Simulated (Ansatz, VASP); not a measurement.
# ZnAu in VASP and in Ansatz

```
Zn Au
1.0
     3.12852    0.00000    0.00000
     0.00000    3.12852    0.00000
     0.00000    0.00000    3.12852
Zn Au
1 1
Direct
  0.50000 0.50000 0.50000
  0.00000 0.00000 0.00000
```

Alike in both runs: task single point; functional PBEsol; k mesh 13 × 13 × 13; occupations fermi-dirac, width 0.05 eV; no spin polarisation.

|  | VASP | Ansatz |
| --- | --- | --- |
| version | VASP 6.6.1 | Ansatz 0.2.0 |
| potentials or method | VASP PAW PBE potentials, release 64 (Zn, Au), cutoff 520 eV | all-electron LAPW, scalar-relativistic |

```tsv
	VASP	Ansatz	Ansatz less VASP
pressure (GPa)	0.2	0.0	-0.17
```

VASP's potentials were made for PBE, not for PBEsol. Ansatz ran all-electron here, and VASP with PAW potentials.

Spin-orbit coupling is off throughout.
